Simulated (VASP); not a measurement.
# AlN: single point with PBE

AlN:

```
Al N
1.0
     3.27107    0.00000    0.00000
    -1.63553    2.83283    0.00000
     0.00000    0.00000    4.87369
Al N
2 2
Cartesian
  1.6355 0.9443 2.4014
  0.0000 1.8886 4.8383
  1.6355 0.9443 4.3242
  0.0000 1.8886 1.8874
```

This cell differs from its parent crystal: biaxial strain in the a-b plane: +4.5 %, then relaxed in part.

* Program: VASP 6.6.1
* Task: single point
* Functional: PBE
* Potentials or basis: VASP PAW PBE potentials, release 64 (Al, N)
* Cutoff: 520 eV
* k mesh: 12 × 12 × 6
* Occupations: gaussian, width 0.02 eV
* Spin: no spin polarisation

| Quantity | Value |
| --- | --- |
| Pressure | -11.2 GPa |
| Band gap on the k mesh | 3.17 eV, direct |

Stress tensor (GPa, compression positive):
```
-16.77   0.00   0.00
  0.00 -16.77   0.00
  0.00   0.00  -0.12
```

Levels at points of the mesh, in eV from the valence-band top:
```tsv
k point	band 5	band 6	band 7	band 8	band 9	band 10	band 11	band 12
(0.00, 0.00, 0.00)	-1.50	-0.66	-0.66	0.00	3.17	5.04	9.59	9.59
(0.50, 0.00, 0.00)	-3.47	-2.64	-1.91	-0.99	4.85	5.76	7.18	9.30
(0.00, 0.00, 0.50)	-1.10	-1.10	-1.10	-1.10	5.28	5.28	9.63	9.63
(0.50, 0.00, 0.50)	-1.92	-1.92	-1.38	-1.38	4.88	4.88	8.49	8.49
```

Run time: 24 s on 1 thread of Intel(R) Xeon(R) Platinum 8559C (Emerald Rapids), on a shared host, peak memory 0.18 GiB.

Caveat: the cell differs from its parent crystal (biaxial strain in the a-b plane: +4.5 %, then relaxed in part). A k mesh can miss the band edges.
